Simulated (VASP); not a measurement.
# Al (P6_3/mmc) in VASP: further runs

The runs below take Al through single point, with PBEsol+D3(BJ).

Everything below comes from runs of VASP 6.6.1. Logs are shortened: lines on timing, memory, paths and dates and some standing lists are left out, and cuts for length are marked.

## (1) The cell of the first run

Symmetry: P6_3/mmc, No. 194, hexagonal system. The conventional cell has a = 2.857 Å, b = 2.857 Å, c = 9.009 Å, α = 90.00°, β = 90.00°, γ = 120.00°. Within 3.7 Å of Al (site symmetry -3m) lie 12 Al at 2.79 to 2.86 Å. Al (site symmetry -6m2) has 12 Al at 2.79 to 2.86 Å within 3.7 Å.

## (2) Single point, PBEsol+D3(BJ) (volume 15.924 Å^3 an atom, c/a of the conventional cell 3.1530)

File INCAR:

```
  PREC = Accurate
  ENCUT = 520
  EDIFF = 1E-6
  ISMEAR = 0
  SIGMA = 0.15
  LREAL = False
  LASPH = True
  NELM = 60
  ALGO = Normal
  ISIF = 2
  LWAVE = False
  LCHARG = True
  GGA = PS
  IVDW = 12
  LELF = True
  LVHAR = True
  NBANDS = 14
```

File KPOINTS:

```
regular mesh
0
Gamma
  18 18 6
```

File POSCAR:

```
Al
1.0
    2.8572781446      0.0000000000      0.0000000000
   -1.4286390723      2.4744754589      0.0000000000
    0.0000000000      0.0000000000      9.0089979898
Al
4
Direct
    0.0000000000      0.0000000000      0.0000000000
    0.3333333333      0.6666666667      0.2500000000
    0.0000000000      0.0000000000      0.5000000000
    0.6666666667      0.3333333333      0.7500000000
```

Potentials or basis: VASP PAW PBE potentials, release 64 (Al).

Run with:

```
$ cat potpaw_PBE.64/Al/POTCAR > POTCAR
$ mpirun -np 1 vasp_std > vasp.out
```

OUTCAR:

```text
PREC = Accurate
   ENCUT = 520
   EDIFF = 1E-6
   ISMEAR = 0
   LREAL = False
   LASPH = True
   NELM = 60
   ISIF = 2
   GGA = PS
   IVDW = 12
 IVDW          = 12

 ion  position               nearest neighbor table
   1  0.000  0.000  0.000-   2 2.79   4 2.79   2 2.79   4 2.79   4 2.79   2 2.79
   2  0.333  0.667  0.250-   1 2.79   3 2.79   1 2.79   3 2.79   1 2.79   3 2.79
   3  0.000  0.000  0.500-   2 2.79   4 2.79   2 2.79   4 2.79   4 2.79   2 2.79
   4  0.667  0.333  0.750-   1 2.79   3 2.79   1 2.79   3 2.79   1 2.79   3 2.79

  LATTYP: Found a hexagonal cell.
 ALAT       =     2.8572781446
 C/A-ratio  =     3.1530000000

  Lattice vectors:

 A1 = (   2.8572781446,   0.0000000000,   0.0000000000)
 A2 = (  -1.4286390723,   2.4744754589,   0.0000000000)
 A3 = (   0.0000000000,   0.0000000000,   9.0089979898)

Analysis of symmetry for initial positions (statically):
=====================================================================
 Subroutine PRICEL returns:
 Original cell was already a primitive cell.

 Routine SETGRP: Setting up the symmetry group for a
 hexagonal supercell.

 Subroutine GETGRP returns: Found 24 space group operations
 (whereof 12 operations were pure point group operations)
 out of a pool of 24 trial point group operations.

The static configuration has the point symmetry D_3d.
 The point group associated with its full space group is D_6h.

Analysis of symmetry for dynamics (positions and initial velocities):
=====================================================================
 Subroutine PRICEL returns:
 Original cell was already a primitive cell.

 Routine SETGRP: Setting up the symmetry group for a
 hexagonal supercell.

 Subroutine GETGRP returns: Found 24 space group operations
 (whereof 12 operations were pure point group operations)
 out of a pool of 24 trial point group operations.

The dynamic configuration has the point symmetry D_3d.
 The point group associated with its full space group is D_6h.

 Subroutine INISYM returns: Found 24 space group operations
 (whereof 12 operations are pure point group operations),
 and found     1 'primitive' translations

----------------------------------------------------------------------------------------

                                     Primitive cell

  volume of cell :      63.6960

[... 103 lines left out ...]
   NELECT =      12.0000    total number of electrons
   NUPDOWN=      -1.0000    fix difference up-down
   EMIN   =  10.00;   EMAX   =-10.00  energy-range for DOS
   EFERMI =   0.00;   METHOD = LEGACY
   ISMEAR =     0;   SIGMA  =   0.15  broadening in eV -4-tet -1-fermi 0-gaus
   EFERMI_NEDOS =   21; number of points for ismear=-14 and -15
   IALGO  =     38    algorithm
   IMIX   =      4    mixing-type and parameters
     AMIX     =   0.40;   BMIX     =  1.00
     AMIX_MAG =   1.60;   BMIX_MAG =  1.00
  volume/ion in A,a.u.               =      15.92       107.46
  Fermi-wavevector in a.u.,A,eV,Ry     =   0.938493  1.773495 11.983600  0.880770
  Thomas-Fermi vector in A             =   2.065711
   LORBIT       =      0    0 simple, 1 ext, 2 COOP (PROOUT), +10 PAW based schemes
   GGA     = PS    functional components
   LHFCALC =     F    Hartree Fock is set to
   AEXX    =    0.0000 exact exchange contribution
   IVDW    =    12    specifies the selected vdW correction
   LEPSILON=     F    determine dielectric tensor
   LRPA    =     F    only Hartree local field effects (RPA)
 non-spin polarized calculation
 Gauss-broadening in eV      SIGMA  =   0.15
  energy-cutoff  :      520.00
  volume of cell :       63.70
 maximum number of plane-waves:      1741
 NGX is ok and might be reduce to    24
   NGX = 11   NGY = 11   NGZ = 33

 number of electron      12.0000000 magnetization

 Free energy of the ion-electron system (eV)
  ---------------------------------------------------
  ext. energy  EPLUGINS =         0.00000000
  ---------------------------------------------------
  free energy    TOTEN  =       -16.29822255 eV

  energy without entropy =      -16.28079922  energy(sigma->0) =      -16.28951089

 E-fermi :   8.3239     XC(G=0): -10.3872

 val. band max:        8.3223695573   @ k =   0.2222   0.2222   0.3333
 cond. band min:       8.3265525518   @ k =   0.3333   0.1111   0.1667
 fundamental gap:      0.0041829945
 Fermi energy:         8.3238669373

 k-point     1 :       0.0000    0.0000    0.0000
  band No.  band energies     occupation
      1      -3.0551      2.00000
      2      -1.2454      2.00000
      3      -1.2427      2.00000
      4       3.7930      2.00000
      5       4.3403      2.00000
      6      12.5044      0.00000
      7      12.5234      0.00000
      8      18.6884      0.00000
      9      18.6884      0.00000
     10      18.8996      0.00000
     11      18.8996      0.00000
     12      19.9306      0.00000
     13      19.9309      0.00000
     14      20.1405      0.00000
[... 377 lines left out ...]
      1       1.8493      2.00000
      2       3.5645      2.00000
      3       3.5804      2.00000
      4       4.4012      2.00000
      5       6.1527      2.00000
      6       6.1935      2.00000
      7       8.4423      0.26419
      8       9.1232      0.00000
      9      10.5943      0.00000
     10      10.8925      0.00000
     11      11.9796      0.00000
     12      12.4989      0.00000
     13      12.7922      0.00000
     14      16.7996      0.00000

 [... further k-points ...]

------------------------ aborting loop because EDIFF is reached ----------------------------------------

 Edisp (eV)   -1.31660

 E8    (eV) :    -0.8867

  FORCE on cell =-STRESS in cart. coord.  units (eV):
  Direction    XX          YY          ZZ          XY          YZ          ZX
  --------------------------------------------------------------------------------------
  -------------------------------------------------------------------------------------
  Total      -1.07794    -1.07794     0.33969    -0.00000    -0.00000     0.00000
  in kB     -27.11408   -27.11408     8.54434    -0.00000    -0.00000     0.00000
  external pressure =      -15.23 kB  Pullay stress =        0.00 kB

 VOLUME and BASIS-vectors are now :
 -----------------------------------------------------------------------------
  energy-cutoff  :      520.00
  volume of cell :       63.70
      direct lattice vectors                 reciprocal lattice vectors
     2.857278145  0.000000000  0.000000000     0.349983428  0.202063026  0.000000000
    -1.428639072  2.474475459  0.000000000     0.000000000  0.404126053  0.000000000
     0.000000000  0.000000000  9.008997990     0.000000000  0.000000000  0.111000136

 POSITION                                       TOTAL-FORCE (eV/Angst)
 -----------------------------------------------------------------------------------
      0.00000      0.00000      0.00000         0.000000      0.000000     -0.000000
     -0.00000      1.64965      2.25225        -0.000000     -0.000000      0.000000
      0.00000      0.00000      4.50450         0.000000      0.000000     -0.000000
      1.42864      0.82483      6.75675         0.000000      0.000000      0.000000
 -----------------------------------------------------------------------------------
    total drift:                               -0.000000      0.000000      0.000000

  FREE ENERGIE OF THE ION-ELECTRON SYSTEM (eV)
  ---------------------------------------------------
  free  energy   TOTEN  =       -17.6148208784 eV

  energy  without entropy=      -17.5973975490  energy(sigma->0) =      -17.60610921
```

stdout:

```text
POSCAR found type information on POSCAR Al
 POSCAR found :  1 types and       4 ions
 scaLAPACK will be used
 -----------------------------------------------------------------------------
|                                                                             |
|                                                                             |
|     You enforced a specific xc type in the INCAR file but a different       |
|     I HOPE YOU KNOW WHAT YOU ARE DOING!                                     |
|                                                                             |
 -----------------------------------------------------------------------------

 LDA part: xc-table for (Slater+PW92), standard interpolation
 POSCAR, INCAR and KPOINTS ok, starting setup
 FFT: planning ... GRIDC
 FFT: planning ... GRID_SOFT
 FFT: planning ... GRID
 WAVECAR not read
 entering main loop
```

It took 61 s on 1 thread of AMD EPYC 9R45 (Zen 5), shared host; peak memory 0.22 GiB.

What came out:

```
Free energy                : -17.6148 eV
Pressure                   : -1.5 GPa
Band gap on the k mesh     : zero (band 6 reaches 12.76 eV, above the bottom of band 7 at 6.64 eV)
Dispersion energy per atom : -0.329 eV
```

Stress tensor (GPa, compression positive):
```
-2.71  0.00  0.00
 0.00 -2.71  0.00
 0.00  0.00  0.85
```

Caveat: the PAW data sets were made with another functional, which shifts forces and pressure a little; pairwise dispersion overbinds metals, which lowers pressure and volume.

## (3) Single point, PBEsol+D3(BJ) (volume 15.924 Å^3 an atom, c/a of the conventional cell 3.4853)

File INCAR:

```
SYSTEM = Al
PREC = Accurate
ENCUT = 520
EDIFF = 1E-6
ISMEAR = 0
SIGMA = 0.15
LREAL = .False.
LASPH = .True.
NELM = 100
ALGO = Fast
ISIF = 2
LWAVE = .False.
LCHARG = .False.
GGA = PS
IVDW = 12
NBANDS = 14
```

File KPOINTS:

```
Automatic mesh
0
Gamma
  18 18 6
  0 0 0
```

File POSCAR:

```
Al
1.0
    2.7634214273      0.0000000000      0.0000000000
   -1.3817107136      2.3931931575      0.0000000000
    0.0000000000      0.0000000000      9.6313527007
Al
4
Direct
    0.0000000000      0.0000000000      0.0000000000
    0.3333333333      0.6666666667      0.2500000000
    0.0000000000      0.0000000000      0.5000000000
    0.6666666667      0.3333333333      0.7500000000
```

Potentials or basis: VASP PAW PBE potentials, release 64 (Al).

Run with:

```
$ cat potpaw_PBE.64/Al/POTCAR > POTCAR
$ mpirun -np 1 vasp_std > vasp.out
```

Run time: 75 s. Hardware: 1 thread of AMD EPYC 9R45 (Zen 5), shared host; peak memory 0.22 GiB.

The run converged. Its results:

```yaml
Free_energy: -17.5923 eV
Pressure: -1.1 GPa
Band_gap_on_the_k_mesh: zero (band 6 reaches 11.51 eV, above the bottom of band 7 at 6.95 eV)
Dispersion_energy_per_atom: -0.329 eV
```

Stress tensor (GPa, compression positive):
```
 0.50  0.00  0.00
 0.00  0.50  0.00
 0.00  0.00 -4.39
```

Levels at points of the mesh, in eV from the Fermi level:
```
           k point  band 2  band 3  band 4  band 5  band 6  band 7  band 8  band 9  band 10  band 11
(0.00, 0.00, 0.00)   -9.78   -9.77   -5.20   -5.04    2.34    2.34   11.31   11.98    11.98    12.01
(0.50, 0.00, 0.00)   -5.06   -3.88   -3.88   -3.16   -3.16    0.81    0.85    1.21     1.26     6.59
(0.00, 0.00, 0.50)  -10.96   -7.82   -7.82   -1.72   -1.72    6.97    6.97   12.24    12.24    12.24
(0.50, 0.00, 0.50)   -4.75   -4.65   -4.65   -1.90   -1.90   -1.24   -1.24    4.09     4.09     4.38
```

Caveat: the PAW data sets were made with another functional, which shifts forces and pressure a little; pairwise dispersion overbinds metals, which lowers pressure and volume.

## (4) Single point, PBEsol+D3(BJ) (volume 15.924 Å^3 an atom, c/a of the conventional cell 3.0904)

File INCAR:

```
SYSTEM = Al
PREC = Accurate
ENCUT = 520
EDIFF = 1E-6
ISMEAR = 0
SIGMA = 0.15
LREAL = .FALSE.
LASPH = .TRUE.
NELM = 80
ALGO = Normal
ISIF = 2
LWAVE = .FALSE.
LCHARG = .TRUE.
GGA = PS
IVDW = 12
LELF = .TRUE.
LVHAR = .TRUE.
NBANDS = 14
```

File KPOINTS:

```
Automatic mesh
0
G
  18 18 6
  0 0 0
```

File POSCAR:

```
Al
1.0
    2.8764419319      0.0000000000      0.0000000000
   -1.4382209659      2.4910717855      0.0000000000
    0.0000000000      0.0000000000      8.8893561462
Al
4
Direct
    0.0000000000      0.0000000000      0.0000000000
    0.3333333333      0.6666666667      0.2500000000
    0.0000000000      0.0000000000      0.5000000000
    0.6666666667      0.3333333333      0.7500000000
```

Run with:

```
$ cat potpaw_PBE.64/Al/POTCAR > POTCAR
$ mpirun -np 1 vasp_std > vasp.out
```

It took 59 s on 1 thread of AMD EPYC 9R45 (Zen 5), shared host; peak memory 0.22 GiB.

It converged, with:

```
Free energy                : -17.5931 eV
Pressure                   : -1.3 GPa
Band gap on the k mesh     : zero (band 6 reaches 13.05 eV, above the bottom of band 7 at 6.59 eV)
Dispersion energy per atom : -0.329 eV
```

Stress tensor (GPa, compression positive):
```
-2.82  0.00  0.00
 0.00 -2.82  0.00
 0.00  0.00  1.80
```

Levels at points of the mesh, in eV from the Fermi level:
```
           k point  band 2  band 3  band 4  band 5  band 6  band 7  band 8  band 9  band 10  band 11
(0.00, 0.00, 0.00)   -9.53   -9.53   -4.41   -3.74    4.57    4.59   10.04   10.04    10.28    10.28
(0.50, 0.00, 0.00)   -5.49   -4.12   -4.01   -3.51   -3.38    0.89    1.35    1.87     2.12     5.07
(0.00, 0.00, 0.50)  -10.92   -7.24   -7.24   -0.10   -0.10    9.76    9.76   10.38    10.38    10.38
(0.50, 0.00, 0.50)   -5.18   -5.05   -5.05   -1.86   -1.86   -1.16   -1.16    5.05     5.05     5.29
```

Caveat: the PAW data sets were made with another functional, which shifts forces and pressure a little; pairwise dispersion overbinds metals, which lowers pressure and volume.

## (5) Single point, PBEsol+D3(BJ) (volume 15.924 Å^3 an atom, c/a of the conventional cell 3.3484)

File INCAR:

```
SYSTEM = Al
PREC     = Accurate       ! precision mode
ENCUT    = 520            ! plane-wave cutoff, eV
EDIFF    = 1E-7           ! SCF threshold, eV
ISMEAR   = 0              ! smearing method
SIGMA    = 0.15           ! smearing width, eV
LREAL    = .False.        ! projectors in reciprocal space
LASPH    = .True.         ! aspherical terms in the spheres
NELM     = 100            ! most SCF steps
ALGO     = Normal         ! electronic algorithm
ISIF     = 2              ! what is computed and relaxed
LWAVE    = .False.        ! write WAVECAR
LCHARG   = .False.        ! write CHGCAR
GGA      = PS             ! functional
IVDW     = 12             ! dispersion correction
NBANDS   = 14             ! bands
```

File KPOINTS:

```
Automatic mesh
0
Gamma
  18 18 6
  0 0 0
```

File POSCAR:

```
Al
1.0
    2.8005805292      0.0000000000      0.0000000000
   -1.4002902646      2.4253738837      0.0000000000
    0.0000000000      0.0000000000      9.3774638441
Al
4
Direct
    0.0000000000      0.0000000000      0.0000000000
    0.3333333333      0.6666666667      0.2500000000
    0.0000000000      0.0000000000      0.5000000000
    0.6666666667      0.3333333333      0.7500000000
```

Run with:

```
$ cat potpaw_PBE.64/Al/POTCAR > POTCAR
$ mpirun -np 1 vasp_std > vasp.out
```

Wall time 74 s (1 thread of AMD EPYC 9R45 (Zen 5), shared host); peak memory 0.22 GiB.

Results (log left out):

```yaml
Free_energy: -17.6302 eV
Pressure: -1.6 GPa
Band_gap_on_the_k_mesh: zero (band 6 reaches 11.99 eV, above the bottom of band 7 at 6.81 eV)
Dispersion_energy_per_atom: -0.329 eV
```

Stress tensor (GPa, compression positive):
```
-0.78  0.00  0.00
 0.00 -0.78  0.00
 0.00  0.00 -3.14
```

Levels at points of the mesh, in eV from the Fermi level:
| k point | band 2 | band 3 | band 4 | band 5 | band 6 | band 7 | band 8 | band 9 | band 10 | band 11 |
| --- | --- | --- | --- | --- | --- | --- | --- | --- | --- | --- |
| (0.00, 0.00, 0.00) | -9.70 | -9.69 | -4.86 | -4.72 | 3.05 | 3.06 | 11.33 | 11.33 | 11.44 | 11.44 |
| (0.50, 0.00, 0.00) | -5.20 | -3.96 | -3.93 | -3.29 | -3.24 | 0.81 | 1.18 | 1.23 | 1.54 | 6.07 |
| (0.00, 0.00, 0.50) | -10.95 | -7.63 | -7.63 | -1.21 | -1.21 | 7.88 | 7.88 | 11.65 | 11.65 | 11.65 |
| (0.50, 0.00, 0.50) | -4.88 | -4.80 | -4.80 | -1.89 | -1.89 | -1.23 | -1.23 | 4.45 | 4.45 | 4.63 |

Caveat: the PAW data sets were made with another functional, which shifts forces and pressure a little; pairwise dispersion overbinds metals, which lowers pressure and volume.

## (6) The runs side by side

| cell | gap on the mesh (eV) | pressure (GPa) |
| --- | --- | --- |
| a = 2.857, b = 2.857, c = 9.009 Å, angles 90.0, 90.0, 120.0°, 4 atoms | none | -1.5 |
| a = 2.763, b = 2.763, c = 9.631 Å, angles 90.0, 90.0, 120.0°, 4 atoms | none | -1.1 |
| a = 2.876, b = 2.876, c = 8.889 Å, angles 90.0, 90.0, 120.0°, 4 atoms | none | -1.3 |
| a = 2.801, b = 2.801, c = 9.377 Å, angles 90.0, 90.0, 120.0°, 4 atoms | none | -1.6 |

Alike in all rows: task single point; level PBEsol+D3(BJ); potentials or basis VASP PAW PBE potentials, release 64 (Al); no spin polarisation; k mesh 18 × 18 × 6; cutoff (eV) 520; smearing gaussian 0.15 eV.

Caveats: the PAW data sets were made with another functional, which shifts forces and pressure a little; pairwise dispersion overbinds metals, which lowers pressure and volume.

Total energies depend on the potentials used, so only differences within one code and one set of settings carry meaning.
